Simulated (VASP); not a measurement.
A run of VASP 6.6.1:

File POSCAR:

```
HgS
1.0
    0.0000000000      2.9438576676      2.9438576676
    2.9438576676      0.0000000000      2.9438576676
    2.9438576676      2.9438576676      0.0000000000
Hg S
1 1
Direct
    0.0000000000      0.0000000000      0.0000000000
    0.7500000000      0.7500000000      0.7500000000
```

Contents of INCAR.step1:

```
SYSTEM = HgS
PREC = Accurate
ENCUT = 550
ISMEAR = 0
SIGMA = 0.05
LREAL = .False.
LASPH = .True.
NELM = 120
NBANDS = 16
GGA = PE
ALGO = Normal
EDIFF = 1E-5
LWAVE = .True.
LCHARG = .False.
GGA_COMPAT = .False.
```

File INCAR.step2:

```
SYSTEM = HgS
PREC = Accurate
ENCUT = 550
EDIFF = 1E-6
ISMEAR = 0
SIGMA = 0.05
LREAL = .False.
LASPH = .True.
NELM = 120
ALGO = Normal
ISIF = 2
LWAVE = .False.
LCHARG = .True.
METAGGA = R2SCAN
LMIXTAU = .True.
LELF = .True.
LVHAR = .True.
NBANDS = 16
ISTART = 1
GGA_COMPAT = .False.
```

The input KPOINTS:

```
regular mesh
0
Gamma
  8 8 8
  0 0 0
```

Potentials or basis: VASP PAW PBE potentials, release 64 (Hg, S).

The run is started by

```console
$ cat potpaw_PBE.64/Hg/POTCAR potpaw_PBE.64/S/POTCAR > POTCAR
$ cp INCAR.step1 INCAR
$ mpirun -np 1 vasp_std > vasp.out
$ cp INCAR.step2 INCAR
$ mpirun -np 1 vasp_std > vasp.out
```

Hardware: 1 thread of Intel(R) Xeon(R) Platinum 8259CL CPU @ 2.50GHz (Skylake/Cascade Lake), with other jobs on the host.

Problem. Estimate the wall time of this run.

Solution. Run time: 66 s on 1 thread of Intel(R) Xeon(R) Platinum 8259CL CPU @ 2.50GHz (Skylake/Cascade Lake) (shared host), peak memory 0.2 GiB. Counts: k points 29.
